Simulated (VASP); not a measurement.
# Zn (Im-3m) in VASP: further runs

The runs below take Zn through single point, with PBEsol+D3(BJ).

All numbers are computed with VASP 6.6.1; they aren't measurements. Logs are shortened: lines on timing, memory, paths and dates and some standing lists are left out, and cuts for length are marked.

**1. The cell of the first run**

Symmetry: Im-3m, No. 229, cubic system. The conventional cell has a = 2.999 Å, b = 2.999 Å, c = 2.999 Å, α = 90.00°, β = 90.00°, γ = 90.00°. Zn (site symmetry m-3m) has 14 Zn at 2.60 to 3.00 Å within 3.4 Å.

**2. Single point, PBEsol+D3(BJ)**

The input, INCAR:

```
SYSTEM = Zn
PREC = Accurate
ENCUT = 520
EDIFF = 1E-7
ISMEAR = -1
SIGMA = 0.3
LREAL = .FALSE.
LASPH = .TRUE.
NELM = 80
ALGO = Normal
ISIF = 2
LWAVE = .FALSE.
LCHARG = .TRUE.
GGA = PS
IVDW = 12
LELF = .TRUE.
LVHAR = .TRUE.
NBANDS = 12
```

The input, KPOINTS:

```
Automatic mesh
0
G
  6 6 6
  0 0 0
```

The input, POSCAR:

```
Zn
1.0
   -1.4996411657      1.4996411657      1.4996411657
    1.4996411657     -1.4996411657      1.4996411657
    1.4996411657      1.4996411657     -1.4996411657
Zn
1
Direct
    0.0000000000      0.0000000000      0.0000000000
```

Potentials or basis: VASP PAW PBE potentials, release 64 (Zn).

Run with:

```
cat potpaw_PBE.64/Zn/POTCAR > POTCAR
mpirun -np 1 vasp_std > vasp.out
```

OUTCAR:

```text
SYSTEM = Zn
   PREC = Accurate
   ENCUT = 520
   EDIFF = 1E-7
   ISMEAR = -1
   LREAL = .FALSE.
   LASPH = .TRUE.
   NELM = 80
   ISIF = 2
   GGA = PS
   IVDW = 12
 IVDW          = 12

 ion  position               nearest neighbor table
   1  0.000  0.000  0.000-

  LATTYP: Found a body centered cubic cell.
 ALAT       =     2.9992823314

  Lattice vectors:

 A1 = (  -1.4996411657,   1.4996411657,   1.4996411657)
 A2 = (   1.4996411657,  -1.4996411657,   1.4996411657)
 A3 = (   1.4996411657,   1.4996411657,  -1.4996411657)

Analysis of symmetry for initial positions (statically):
=====================================================================
 Subroutine PRICEL returns:
 Original cell was already a primitive cell.

 Routine SETGRP: Setting up the symmetry group for a
 body centered cubic supercell.

 Subroutine GETGRP returns: Found 48 space group operations
 (whereof 48 operations were pure point group operations)
 out of a pool of 48 trial point group operations.

The static configuration has the point symmetry O_h .

Analysis of symmetry for dynamics (positions and initial velocities):
=====================================================================
 Subroutine PRICEL returns:
 Original cell was already a primitive cell.

 Routine SETGRP: Setting up the symmetry group for a
 body centered cubic supercell.

 Subroutine GETGRP returns: Found 48 space group operations
 (whereof 48 operations were pure point group operations)
 out of a pool of 48 trial point group operations.

The dynamic configuration has the point symmetry O_h .

 Subroutine INISYM returns: Found 48 space group operations
 (whereof 48 operations are pure point group operations),
 and found     1 'primitive' translations

----------------------------------------------------------------------------------------

                                     Primitive cell

  volume of cell :      13.4903

  direct lattice vectors                    reciprocal lattice vectors
    -1.499641166  1.499641166  1.499641166     0.000000000  0.333413093  0.333413093
     1.499641166 -1.499641166  1.499641166     0.333413093  0.000000000  0.333413093
     1.499641166  1.499641166 -1.499641166     0.333413093  0.333413093  0.000000000

  length of vectors
     2.597454692  2.597454692  2.597454692     0.471517319  0.471517319  0.471517319

  position of ions in fractional coordinates (direct lattice)
     0.000000000  0.000000000  0.000000000

[... 72 lines left out ...]
   ISIF   =      2    stress and relaxation
   ISYM   =      2    0-nonsym 1-usesym 2-fastsym
   POTIM  = 0.5000    time-step for ionic-motion
   TEBEG  =    0.0;   TEEND  =   0.0 temperature during run
   PSTRESS=    0.0 pullay stress
   NELECT =      12.0000    total number of electrons
   NUPDOWN=      -1.0000    fix difference up-down
   EMIN   =  10.00;   EMAX   =-10.00  energy-range for DOS
   EFERMI =   0.00;   METHOD = LEGACY
   ISMEAR =    -1;   SIGMA  =   0.30  broadening in eV -4-tet -1-fermi 0-gaus
   EFERMI_NEDOS =   21; number of points for ismear=-14 and -15
   IALGO  =     38    algorithm
   IMIX   =      4    mixing-type and parameters
     AMIX     =   0.40;   BMIX     =  1.00
     AMIX_MAG =   1.60;   BMIX_MAG =  1.00
  volume/ion in A,a.u.               =      13.49        91.04
  Fermi-wavevector in a.u.,A,eV,Ry     =   1.574446  2.975272 33.727232  2.478882
  Thomas-Fermi vector in A             =   2.675579
   LORBIT       =      0    0 simple, 1 ext, 2 COOP (PROOUT), +10 PAW based schemes
   GGA     = PS    functional components
   LHFCALC =     F    Hartree Fock is set to
   AEXX    =    0.0000 exact exchange contribution
   IVDW    =    12    specifies the selected vdW correction
   LEPSILON=     F    determine dielectric tensor
   LRPA    =     F    only Hartree local field effects (RPA)
 non-spin polarized calculation
  energy-cutoff  :      520.00
  volume of cell :       13.49
 maximum number of plane-waves:       370
   NGX =  9   NGY =  9   NGZ =  9

 number of electron      11.9999998 magnetization

 Free energy of the ion-electron system (eV)
  ---------------------------------------------------
  ext. energy  EPLUGINS =         0.00000000
  ---------------------------------------------------
  free energy    TOTEN  =        -1.51347448 eV

  energy without entropy =       -1.43355657  energy(sigma->0) =       -1.47351552

 E-fermi :   4.1932     XC(G=0): -12.3580

 val. band max:        3.7714007446   @ k =   0.5000   0.5000   0.1667
 cond. band min:       4.4715033167   @ k =   0.3333   0.1667   0.1667
 fundamental gap:      0.7001025721
 Fermi energy:         4.1931900233

 k-point     1 :       0.0000    0.0000    0.0000
  band No.  band energies     occupation
      1      -7.5544      2.00000
      2      -4.1826      2.00000
      3      -4.1826      2.00000
      4      -4.1826      2.00000
      5      -3.5460      2.00000
      6      -3.5460      2.00000
      7      25.2495      0.00000
      8      25.2495      0.00000
      9      25.2495      0.00000
     10      25.8877      0.00000
     11      25.8877      0.00000
     12      25.8877      0.00000
[... 211 lines left out ...]
 k-point    16 :       0.5000    0.5000    0.5000
  band No.  band energies     occupation
      1      -4.9286      2.00000
      2      -4.9286      2.00000
      3      -3.2215      2.00000
      4      -3.2215      2.00000
      5      -3.2215      2.00000
      6       8.3521      0.00000
      7       8.3521      0.00000
      8       8.3521      0.00000
      9      13.0437      0.00000
     10      13.0437      0.00000
     11      13.0843      0.00000
     12      39.3671      0.00000

------------------------ aborting loop because EDIFF is reached ----------------------------------------

 Edisp (eV)   -0.40582

 E8    (eV) :    -0.2621

  FORCE on cell =-STRESS in cart. coord.  units (eV):
  Direction    XX          YY          ZZ          XY          YZ          ZX
  --------------------------------------------------------------------------------------
  -------------------------------------------------------------------------------------
  Total       0.20277     0.20277     0.20277     0.00000     0.00000    -0.00000
  in kB      24.08190    24.08190    24.08190     0.00000     0.00000    -0.00000
  external pressure =       24.08 kB  Pullay stress =        0.00 kB

 VOLUME and BASIS-vectors are now :
 -----------------------------------------------------------------------------
  energy-cutoff  :      520.00
  volume of cell :       13.49
      direct lattice vectors                 reciprocal lattice vectors
    -1.499641166  1.499641166  1.499641166     0.000000000  0.333413093  0.333413093
     1.499641166 -1.499641166  1.499641166     0.333413093  0.000000000  0.333413093
     1.499641166  1.499641166 -1.499641166     0.333413093  0.333413093  0.000000000

 POSITION                                       TOTAL-FORCE (eV/Angst)
 -----------------------------------------------------------------------------------
      0.00000      0.00000      0.00000         0.000000     -0.000000     -0.000000
 -----------------------------------------------------------------------------------
    total drift:                                0.000000     -0.000000      0.000000

  FREE ENERGIE OF THE ION-ELECTRON SYSTEM (eV)
  ---------------------------------------------------
  free  energy   TOTEN  =        -1.9192937289 eV

  energy  without entropy=       -1.8393758152  energy(sigma->0) =       -1.87933477
```

OSZICAR:

```text
N       E                     dE             d eps       ncg     rms          rms(c)
DAV:   1     0.425393015846E+02    0.42539E+02   -0.65710E+03   384   0.165E+03
DAV:   2    -0.306362274733E+00   -0.42846E+02   -0.39360E+02   388   0.216E+02
DAV:   3    -0.168123728476E+01   -0.13749E+01   -0.13721E+01   448   0.381E+01
DAV:   4    -0.168410338690E+01   -0.28661E-02   -0.28660E-02   420   0.172E+00
DAV:   5    -0.168410528478E+01   -0.18979E-05   -0.18981E-05   452   0.434E-02    0.393E+00
DAV:   6    -0.152712620633E+01    0.15698E+00   -0.83790E-01   424   0.189E+01    0.275E+00
DAV:   7    -0.151769587131E+01    0.94303E-02   -0.15977E-02   432   0.253E+00    0.142E+00
DAV:   8    -0.151348952298E+01    0.42063E-02   -0.13201E-03   496   0.530E-01    0.281E-02
DAV:   9    -0.151347545092E+01    0.14072E-04   -0.11767E-04   568   0.186E-01    0.267E-02
DAV:  10    -0.151347456447E+01    0.88645E-06   -0.11148E-05   404   0.588E-02    0.134E-03
DAV:  11    -0.151347448173E+01    0.82741E-07   -0.93962E-08   292   0.477E-03
   1 F= -.19192937E+01 E0= -.18793348E+01  d E =-.799179E-01
```

stdout:

```text
POSCAR found type information on POSCAR Zn
 POSCAR found :  1 types and       1 ions
 scaLAPACK will be used
 -----------------------------------------------------------------------------
|                                                                             |
|                                                                             |
|     You enforced a specific xc type in the INCAR file but a different       |
|     I HOPE YOU KNOW WHAT YOU ARE DOING!                                     |
|                                                                             |
 -----------------------------------------------------------------------------

 LDA part: xc-table for (Slater+PW92), standard interpolation
 POSCAR, INCAR and KPOINTS ok, starting setup
 FFT: planning ... GRIDC
 FFT: planning ... GRID_SOFT
 FFT: planning ... GRID
 WAVECAR not read
 entering main loop
```

Wall time 2.6 s (1 thread of Intel Xeon 6975P-C, shared host); peak memory 0.13 GiB.

What came out:

| Item | Value |
| --- | --- |
| Free energy | -1.9193 eV |
| Pressure | 2.4 GPa |
| Band gap on the k mesh | zero (band 6 reaches 8.35 eV, above the bottom of band 7 at 3.22 eV) |
| Dispersion energy per atom | -0.406 eV |

Caveat: the k points lie up to 0.49 Å⁻¹ apart; the PAW data sets were made with another functional, which shifts forces and pressure a little; pairwise dispersion overbinds metals, which lowers pressure and volume.

**3. Single point, PBEsol+D3(BJ)**

This run uses another cell than the first one, of 13.79 Å³/atom, 1.022 times its volume.

The input, INCAR:

```
SYSTEM = Zn
  PREC = Accurate
  ENCUT = 520
  EDIFF = 1E-6
  ISMEAR = -1
  SIGMA = 0.3
  LREAL = .FALSE.
  LASPH = .TRUE.
  NELM = 80
  ALGO = Normal
  ISIF = 2
  LWAVE = .FALSE.
  LCHARG = .FALSE.
  GGA = PS
  IVDW = 12
  NBANDS = 12
```

KPOINTS is that of step 2.

The input, POSCAR:

```
Zn
1.0
   -1.5106542888      1.5106542888      1.5106542888
    1.5106542888     -1.5106542888      1.5106542888
    1.5106542888      1.5106542888     -1.5106542888
Zn
1
Direct
    0.0000000000      0.0000000000      0.0000000000
```

Potentials or basis: VASP PAW PBE potentials, release 64 (Zn).

Run with:

```
cat potpaw_PBE.64/Zn/POTCAR > POTCAR
mpirun -np 1 vasp_std > vasp.out
```

OUTCAR:

```text
SYSTEM = Zn
   PREC = Accurate
   ENCUT = 520
   EDIFF = 1E-6
   ISMEAR = -1
   LREAL = .FALSE.
   LASPH = .TRUE.
   NELM = 80
   ISIF = 2
   GGA = PS
   IVDW = 12
 IVDW          = 12

 ion  position               nearest neighbor table
   1  0.000  0.000  0.000-

  LATTYP: Found a body centered cubic cell.
 ALAT       =     3.0213085776

  Lattice vectors:

 A1 = (  -1.5106542888,   1.5106542888,   1.5106542888)
[... 408 lines left out ...]
     10      12.7736      0.00000
     11      12.7736      0.00000
     12      38.7835      0.00000

------------------------ aborting loop because EDIFF is reached ----------------------------------------

 Edisp (eV)   -0.39688

 E8    (eV) :    -0.2564

  FORCE on cell =-STRESS in cart. coord.  units (eV):
  Direction    XX          YY          ZZ          XY          YZ          ZX
  --------------------------------------------------------------------------------------
  -------------------------------------------------------------------------------------
  Total       0.01562     0.01562     0.01562    -0.00000     0.00000    -0.00000
  in kB       1.81501     1.81501     1.81501    -0.00000     0.00000    -0.00000
  external pressure =        1.82 kB  Pullay stress =        0.00 kB

 VOLUME and BASIS-vectors are now :
 -----------------------------------------------------------------------------
  energy-cutoff  :      520.00
  volume of cell :       13.79
      direct lattice vectors                 reciprocal lattice vectors
    -1.510654289  1.510654289  1.510654289     0.000000000  0.330982412  0.330982412
     1.510654289 -1.510654289  1.510654289     0.330982412  0.000000000  0.330982412
     1.510654289  1.510654289 -1.510654289     0.330982412  0.330982412  0.000000000

 POSITION                                       TOTAL-FORCE (eV/Angst)
 -----------------------------------------------------------------------------------
      0.00000      0.00000      0.00000         0.000000     -0.000000      0.000000
 -----------------------------------------------------------------------------------
    total drift:                                0.000000     -0.000000      0.000000

  FREE ENERGIE OF THE ION-ELECTRON SYSTEM (eV)
  ---------------------------------------------------
  free  energy   TOTEN  =        -1.9216900701 eV

  energy  without entropy=       -1.8413539006  energy(sigma->0) =       -1.88152199
```

stdout:

```text
POSCAR found type information on POSCAR Zn
 POSCAR found :  1 types and       1 ions
 scaLAPACK will be used
 -----------------------------------------------------------------------------
|                                                                             |
|                                                                             |
|     You enforced a specific xc type in the INCAR file but a different       |
|     I HOPE YOU KNOW WHAT YOU ARE DOING!                                     |
|                                                                             |
 -----------------------------------------------------------------------------

 LDA part: xc-table for (Slater+PW92), standard interpolation
 POSCAR, INCAR and KPOINTS ok, starting setup
 FFT: planning ... GRIDC
 FFT: planning ... GRID_SOFT
 FFT: planning ... GRID
 WAVECAR not read
 entering main loop
```

It took 2.8 s on 1 thread of Intel Xeon 6975P-C, shared host; peak memory 0.13 GiB.

Results:

```yaml
Free_energy: -1.9217 eV
Pressure: 0.2 GPa
Band_gap_on_the_k_mesh: zero (band 6 reaches 8.13 eV, above the bottom of band 7 at 3.00 eV)
Dispersion_energy_per_atom: -0.397 eV
```

Levels at points of the mesh, in eV from the Fermi level:
```
           k point  band 3  band 4  band 5  band 6  band 7  band 8  band 9  band 10
(0.00, 0.00, 0.00)   -8.28   -8.28   -7.67   -7.67   20.67   20.67   20.67    21.52
(0.50, 0.00, 0.00)   -7.70   -7.63   -7.26   -3.37   -1.00   12.00   13.22    16.02
(0.50, 0.50, 0.50)   -7.36   -7.36   -7.36    4.14    4.14    4.14    8.62     8.78
```

Caveat: the k points lie up to 0.49 Å⁻¹ apart; the PAW data sets were made with another functional, which shifts forces and pressure a little; pairwise dispersion overbinds metals, which lowers pressure and volume.

**4. Single point, PBEsol+D3(BJ)**

This run uses another cell than the first one, of 13.75 Å³/atom, 1.020 times its volume.

The input, INCAR:

```
SYSTEM = Zn
  ALGO = Normal
  EDIFF = 1E-6
  ENCUT = 520
  GGA = PS
  ISIF = 2
  ISMEAR = -1
  IVDW = 12
  LASPH = .True.
  LCHARG = .False.
  LREAL = .False.
  LWAVE = .False.
  NBANDS = 12
  NELM = 100
  PREC = Accurate
  SIGMA = 0.3
```

The input, KPOINTS:

```
k-points
0
Gamma
  6 6 6
  0 0 0
```

The input, POSCAR:

```
Zn
1.0
   -1.5093348717      1.5093348717      1.5093348717
    1.5093348717     -1.5093348717      1.5093348717
    1.5093348717      1.5093348717     -1.5093348717
Zn
1
Direct
    0.0000000000      0.0000000000      0.0000000000
```

Run with:

```
cat potpaw_PBE.64/Zn/POTCAR > POTCAR
mpirun -np 1 vasp_std > vasp.out
```

Wall time 2.6 s (1 thread of Intel Xeon 6975P-C, shared host); peak memory 0.13 GiB.

It converged, with:

```
Free energy                : -1.9216 eV
Pressure                   : 0.4 GPa
Band gap on the k mesh     : zero (band 6 reaches 8.16 eV, above the bottom of band 7 at 3.02 eV)
Dispersion energy per atom : -0.398 eV
```

Levels at points of the mesh, in eV from the Fermi level:
```csv
k point,band 3,band 4,band 5,band 6,band 7,band 8,band 9,band 10
"(0.00, 0.00, 0.00)",-8.29,-8.29,-7.68,-7.68,20.72,20.72,20.72,21.54
"(0.50, 0.00, 0.00)",-7.71,-7.63,-7.27,-3.38,-1.00,12.02,13.24,16.04
"(0.50, 0.50, 0.50)",-7.36,-7.36,-7.36,4.14,4.14,4.14,8.65,8.79
```

Caveat: the k points lie up to 0.49 Å⁻¹ apart; the PAW data sets were made with another functional, which shifts forces and pressure a little; pairwise dispersion overbinds metals, which lowers pressure and volume.

**5. Overview**

| cell | gap on the mesh (eV) | pressure (GPa) |
| --- | --- | --- |
| a = 2.597 Å, angles 109.5°, 1 atom | none | 2.4 |
| a = 2.617 Å, angles 109.5°, 1 atom | none | 0.2 |
| a = 2.614 Å, angles 109.5°, 1 atom | none | 0.4 |

Alike in all rows: task single point; level PBEsol+D3(BJ); potentials or basis VASP PAW PBE potentials, release 64 (Zn); no spin polarisation; k mesh 6 × 6 × 6; cutoff (eV) 520; smearing fermi-dirac 0.3 eV.

Caveats: all runs use coarse meshes; the PAW data sets were made with another functional, which shifts forces and pressure a little; pairwise dispersion overbinds metals, which lowers pressure and volume.

Total energies depend on the potentials used, so only differences within one code and one set of settings carry meaning.
